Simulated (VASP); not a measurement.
# WF (P6_3/mmc) in VASP: single point with PBE

Aim: the single point of WF with PBE.

Everything below comes from runs of VASP 6.6.1. Logs are shortened: lines on timing, memory, paths and dates and some standing lists are left out, and cuts for length are marked.

### 1 The cell of the first run

It takes space group P6_3/mmc (No. 194, hexagonal). The conventional cell has a = 3.293 Å, b = 3.293 Å, c = 13.767 Å, α = 90.00°, β = 90.00°, γ = 120.00°. Within 2.7 Å of W (site symmetry 3m) lie 3 F at 2.05 Å and 1 W at 2.56 Å. F (site symmetry 3m) has 3 W at 2.05 Å within 2.7 Å.

The cell was generated, and may not be a known phase.

### 2 Single point, PBE

Contents of INCAR:

```
SYSTEM = WF
ALGO = Normal
EDIFF = 1E-6
ENCUT = 1350
GGA = PE
GGA_COMPAT = .False.
ISIF = 2
ISMEAR = 0
LASPH = .True.
LCHARG = .False.
LREAL = .False.
LWAVE = .False.
NBANDS = 52
NELM = 120
PREC = Accurate
SIGMA = 0.1
```

Contents of KPOINTS:

```
k-points
0
Gamma
  6 6 2
  0 0 0
```

Contents of POSCAR:

```
WF
1.0
    3.2933937900      0.0000000000      0.0000000000
   -1.6466968900      2.8521626800      0.0000000000
    0.0000000000      0.0000000000     13.7671990400
W F
4 4
Direct
    0.3333333300      0.6666666700      0.1570000100
    0.6666666700      0.3333333300      0.6570000100
    0.3333333300      0.6666666700      0.3429999900
    0.6666666700      0.3333333300      0.8429999900
    0.3333333300      0.6666666700      0.6020000000
    0.6666666700      0.3333333300      0.1020000000
    0.3333333300      0.6666666700      0.8980000000
    0.6666666700      0.3333333300      0.3980000000
```

Potentials or basis: VASP PAW PBE potentials, release 64 (W_sv, F_h).

On the command line:

```
$ cat potpaw_PBE.64/W_sv/POTCAR potpaw_PBE.64/F_h/POTCAR > POTCAR
$ mpirun -np 1 vasp_std > vasp.out
```

OUTCAR:

```text
SYSTEM = WF
   EDIFF = 1E-6
   ENCUT = 1350
   GGA = PE
   ISIF = 2
   ISMEAR = 0
   LASPH = .True.
   LREAL = .False.
   NELM = 120
   PREC = Accurate

 ion  position               nearest neighbor table
   1  0.333  0.667  0.157-   6 2.05   6 2.05   6 2.05   3 2.56
   2  0.667  0.333  0.657-   5 2.05   5 2.05   5 2.05   4 2.56
   3  0.333  0.667  0.343-   8 2.05   8 2.05   8 2.05   1 2.56
   4  0.667  0.333  0.843-   7 2.05   7 2.05   7 2.05   2 2.56
   5  0.333  0.667  0.602-   2 2.05   2 2.05   2 2.05
   6  0.667  0.333  0.102-   1 2.05   1 2.05   1 2.05
   7  0.333  0.667  0.898-   4 2.05   4 2.05   4 2.05
   8  0.667  0.333  0.398-   3 2.05   3 2.05   3 2.05

  LATTYP: Found a hexagonal cell.
 ALAT       =     3.2933937900
 C/A-ratio  =     4.1802468571

  Lattice vectors:

 A1 = (   3.2933937900,   0.0000000000,   0.0000000000)
 A2 = (  -1.6466968900,   2.8521626800,   0.0000000000)
 A3 = (   0.0000000000,   0.0000000000,  13.7671990400)

Analysis of symmetry for initial positions (statically):
=====================================================================
 Subroutine PRICEL returns:
 Original cell was already a primitive cell.

 Routine SETGRP: Setting up the symmetry group for a
 hexagonal supercell.

 Subroutine GETGRP returns: Found 24 space group operations
 (whereof 12 operations were pure point group operations)
 out of a pool of 24 trial point group operations.

The static configuration has the point symmetry D_3d.
 The point group associated with its full space group is D_6h.

Analysis of symmetry for dynamics (positions and initial velocities):
=====================================================================
 Subroutine PRICEL returns:
 Original cell was already a primitive cell.

 Routine SETGRP: Setting up the symmetry group for a
 hexagonal supercell.

 Subroutine GETGRP returns: Found 24 space group operations
 (whereof 12 operations were pure point group operations)
 out of a pool of 24 trial point group operations.

The dynamic configuration has the point symmetry D_3d.
 The point group associated with its full space group is D_6h.

 Subroutine INISYM returns: Found 24 space group operations
 (whereof 12 operations are pure point group operations),
 and found     1 'primitive' translations

----------------------------------------------------------------------------------------

                                     Primitive cell

  volume of cell :     129.3194

  direct lattice vectors                    reciprocal lattice vectors
     3.293393790  0.000000000  0.000000000     0.303638151  0.175305568  0.000000000
    -1.646696890  2.852162680  0.000000000     0.000000000  0.350611137  0.000000000
     0.000000000  0.000000000 13.767199040     0.000000000  0.000000000  0.072636416

  length of vectors
     3.293393790  3.293393782 13.767199040     0.350611136  0.350611137  0.072636416

  position of ions in fractional coordinates (direct lattice)
     0.333333330  0.666666670  0.157000010
     0.666666670  0.333333330  0.657000010
     0.333333330  0.666666670  0.342999990
     0.666666670  0.333333330  0.842999990
     0.333333330  0.666666670  0.602000000
     0.666666670  0.333333330  0.102000000
     0.333333330  0.666666670  0.898000000
     0.666666670  0.333333330  0.398000000

  ion indices of the primitive-cell ions
   primitive index   ion index
                 1           1
                 2           2
                 3           3
                 4           4
                 5           5
                 6           6
                 7           7
                 8           8

----------------------------------------------------------------------------------------

 KPOINTS: k-points

Automatic generation of k-mesh.
 Grid dimensions read from file:
 generate k-points for:    6    6    2

 Generating k-lattice:

  Cartesian coordinates                     Fractional coordinates (reciprocal lattice)
     0.050606358  0.029217595  0.000000000     0.166666667 -0.000000000  0.000000000
     0.000000000  0.058435189  0.000000000     0.000000000  0.166666667  0.000000000
     0.000000000  0.000000000  0.036318208     0.000000000  0.000000000  0.500000000

  Length of vectors
     0.058435189  0.058435189  0.036318208

  Shift w.r.t. Gamma in fractional coordinates (k-lattice)
     0.000000000  0.000000000  0.000000000

 Subroutine IBZKPT returns following result:
 ===========================================

 Found     14 irreducible k-points:

 Following reciprocal coordinates:
            Coordinates               Weight
  0.000000  0.000000  0.000000      1.000000
  0.166667 -0.000000  0.000000      6.000000
  0.333333 -0.000000  0.000000      6.000000
  0.500000 -0.000000  0.000000      3.000000
  0.166667  0.166667  0.000000      6.000000
  0.333333  0.166667  0.000000     12.000000
  0.333333  0.333333  0.000000      2.000000
  0.000000  0.000000  0.500000      1.000000
  0.166667 -0.000000  0.500000      6.000000
  0.333333 -0.000000  0.500000      6.000000
  0.500000 -0.000000  0.500000      3.000000
  0.166667  0.166667  0.500000      6.000000
  0.333333  0.166667  0.500000     12.000000
  0.333333  0.333333  0.500000      2.000000
   k-points           NKPTS =     14   k-points in BZ     NKDIM =     14   number of bands    NBANDS=     52
   number of dos      NEDOS =    301   number of ions     NIONS =      8
   total plane-waves  NPLWV = 268800
   dimension x,y,z NGX =    40 NGY =   40 NGZ =  168
   dimension x,y,z NGXF=    80 NGYF=   80 NGZF=  336
   ions per type =               4   4
   NGX,Y,Z   is equivalent  to a cutoff of  20.19, 20.19, 20.29 a.u.
   NGXF,Y,Z  is equivalent  to a cutoff of  40.38, 40.38, 40.57 a.u.
 SYSTEM =  WF
   PREC   = accura    normal or accurate (medium, high low for compatibility)
   ISTART =      0    job   : 0-new  1-cont  2-samecut
   ICHARG =      2    charge: 1-file 2-atom 10-const
   ISPIN  =      1    spin polarized calculation?
   LNONCOLLINEAR =      F non collinear calculations
   LSORBIT =      F    spin-orbit coupling
   LASPH  =      T    aspherical Exc in radial PAW
   ENCUT  = 1350.0 eV  99.22 Ry    9.96 a.u.   9.87  9.87 41.24*2*pi/ulx,y,z
   NELM   =    120;   NELMIN=  2; NELMDL= -5     # of ELM steps
   EDIFF  = 0.1E-05   stopping-criterion for ELM
   LREAL  =      F    real-space projection
   EDIFFG = 0.1E-04   stopping-criterion for IOM
   NSW    =      0    number of steps for IOM
   IBRION =     -1    ionic relax: 0-MD 1-quasi-New 2-CG
   NFREE  =      0    steps in history (QN), initial steepest desc. (CG)
   ISIF   =      2    stress and relaxation
   ISYM   =      2    0-nonsym 1-usesym 2-fastsym
   POTIM  = 0.5000    time-step for ionic-motion
   TEBEG  =    0.0;   TEEND  =   0.0 temperature during run
   PSTRESS=    0.0 pullay stress
   NELECT =      84.0000    total number of electrons
   NUPDOWN=      -1.0000    fix difference up-down
   EMIN   =  10.00;   EMAX   =-10.00  energy-range for DOS
   EFERMI =   0.00;   METHOD = LEGACY
   ISMEAR =     0;   SIGMA  =   0.10  broadening in eV -4-tet -1-fermi 0-gaus
   EFERMI_NEDOS =   21; number of points for ismear=-14 and -15
   IALGO  =     38    algorithm
   IMIX   =      4    mixing-type and parameters
     AMIX     =   0.40;   BMIX     =  1.00
     AMIX_MAG =   1.60;   BMIX_MAG =  1.00
  volume/ion in A,a.u.               =      16.16       109.09
  Fermi-wavevector in a.u.,A,eV,Ry     =   1.417795  2.679244 27.349648  2.010142
  Thomas-Fermi vector in A             =   2.538988
   LORBIT       =      0    0 simple, 1 ext, 2 COOP (PROOUT), +10 PAW based schemes
   GGA     = PE    functional components
   LHFCALC =     F    Hartree Fock is set to
   AEXX    =    0.0000 exact exchange contribution
   IVDW    =     0    specifies the selected vdW correction
   LEPSILON=     F    determine dielectric tensor
   LRPA    =     F    only Hartree local field effects (RPA)
 non-spin polarized calculation
 Gauss-broadening in eV      SIGMA  =   0.10
  energy-cutoff  :     1350.00
  volume of cell :      129.32
 maximum number of plane-waves:     14620
 NGX is ok and might be reduce to    40
   NGX = 19   NGY = 19   NGZ = 83

 number of electron      84.0000004 magnetization

 Free energy of the ion-electron system (eV)
  ---------------------------------------------------
  ext. energy  EPLUGINS =         0.00000000
  ---------------------------------------------------
  free energy    TOTEN  =       -57.74122746 eV

  energy without entropy =      -57.74122485  energy(sigma->0) =      -57.74122615

 E-fermi :   6.9061     XC(G=0): -10.7869

 val. band max:        6.6153248372   @ k =   0.5000  -0.0000   0.0000
 cond. band min:       7.1925279804   @ k =   0.1667  -0.0000   0.0000
 fundamental gap:      0.5772031432
 Fermi energy:         6.9060749251

 k-point     1 :       0.0000    0.0000    0.0000
  band No.  band energies     occupation
      1     -67.9471      2.00000
      2     -67.9471      2.00000
      3     -67.8866      2.00000
      4     -67.8865      2.00000
      5     -32.3892      2.00000
      6     -32.3868      2.00000
[... 44 lines left out ...]
     51       8.5019      0.00000
     52       8.5019      0.00000

 k-point     2 :       0.1667   -0.0000    0.0000
  band No.  band energies     occupation
      1     -67.9443      2.00000
      2     -67.9443      2.00000
      3     -67.8837      2.00000
      4     -67.8837      2.00000
      5     -32.3812      2.00000
      6     -32.3789      2.00000
[... 44 lines left out ...]
     51       8.7554      0.00000
     52       9.2114      0.00000

 k-point     3 :       0.3333   -0.0000    0.0000
  band No.  band energies     occupation
      1     -67.9385      2.00000
      2     -67.9385      2.00000
      3     -67.8782      2.00000
      4     -67.8781      2.00000
      5     -32.4418      2.00000
      6     -32.4411      2.00000
[... 44 lines left out ...]
     51       9.0254      0.00000
     52       9.3332      0.00000
[... 496 lines left out ...]
 k-point    13 :       0.3333    0.1667    0.5000
  band No.  band energies     occupation
      1     -67.9357      2.00000
      2     -67.9357      2.00000
      3     -67.8753      2.00000
      4     -67.8753      2.00000
      5     -32.4815      2.00000
      6     -32.4815      2.00000
[... 44 lines left out ...]
     51      10.0166      0.00000
     52      10.0265      0.00000

 k-point    14 :       0.3333    0.3333    0.5000
  band No.  band energies     occupation
      1     -67.9343      2.00000
      2     -67.9343      2.00000
      3     -67.8739      2.00000
      4     -67.8739      2.00000
      5     -32.4694      2.00000
      6     -32.4694      2.00000
[... 44 lines left out ...]
     51       9.6775      0.00000
     52       9.6775      0.00000

------------------------ aborting loop because EDIFF is reached ----------------------------------------

  FORCE on cell =-STRESS in cart. coord.  units (eV):
  Direction    XX          YY          ZZ          XY          YZ          ZX
  --------------------------------------------------------------------------------------
  -------------------------------------------------------------------------------------
  Total        9.0309010      9.0309009    -12.2436894      0.0000000      0.0000000      0.0000000
  in kB      111.8866103    111.8866098   -151.6908346      0.0000002      0.0000000      0.0000000
  external PRESSURE =      24.0274618 kB  Pullay stress =       0.0000000 kB

 VOLUME and BASIS-vectors are now :
 -----------------------------------------------------------------------------
  energy-cutoff  :     1350.00
  volume of cell :      129.32
      direct lattice vectors                 reciprocal lattice vectors
     3.293393790  0.000000000  0.000000000     0.303638151  0.175305568  0.000000000
    -1.646696890  2.852162680  0.000000000     0.000000000  0.350611137  0.000000000
     0.000000000  0.000000000 13.767199040     0.000000000  0.000000000  0.072636416

 POSITION                                       TOTAL-FORCE (eV/Angst)
 -----------------------------------------------------------------------------------
     -0.00000      1.90144      2.16145        -0.000000      0.000000      7.102453
      1.64670      0.95072      9.04505         0.000000     -0.000000      7.102453
     -0.00000      1.90144      4.72215        -0.000000     -0.000000     -7.102453
      1.64670      0.95072     11.60575         0.000000     -0.000000     -7.102453
     -0.00000      1.90144      8.28785        -0.000000     -0.000000     -2.938224
      1.64670      0.95072      1.40425        -0.000000      0.000000     -2.938224
     -0.00000      1.90144     12.36294         0.000000     -0.000000      2.938224
      1.64670      0.95072      5.47935         0.000000      0.000000      2.938224
 -----------------------------------------------------------------------------------
    total drift:                               -0.000100      0.000058     -0.000026

  FREE ENERGIE OF THE ION-ELECTRON SYSTEM (eV)
  ---------------------------------------------------
  free  energy   TOTEN  =       -57.7412274560 eV

  energy  without entropy=      -57.7412248459  energy(sigma->0) =      -57.74122615
```

Run time: 12 min. Hardware: 1 thread of AMD EPYC 7R43 (Zen 3), shared host; peak memory 0.67 GiB.

Results:

| Item | Value |
| --- | --- |
| Free energy | -57.7412 eV |
| Pressure | 2.4 GPa |
| Largest force | 7.102 eV/Å |
| Band gap on the k mesh | 0.58 eV (least direct gap 0.82 eV) |

Forces in eV/Å, atoms in the order of the input:
```
W    0.000  0.000  7.102
W    0.000  0.000  7.102
W    0.000  0.000 -7.102
W    0.000  0.000 -7.102
F    0.000  0.000 -2.938
F    0.000  0.000 -2.938
F    0.000  0.000  2.938
F    0.000  0.000  2.938
```

Stress tensor (GPa, compression positive):
```
 11.19   0.00   0.00
  0.00  11.19   0.00
  0.00   0.00 -15.17
```

Caveat: the stress differs along the axes, from -15 to 11 GPa; spin-orbit coupling is left out, which moves the levels of the heavy elements; forces of over 1 eV/Å act on the atoms, so gaps and moduli don't describe the material at rest.
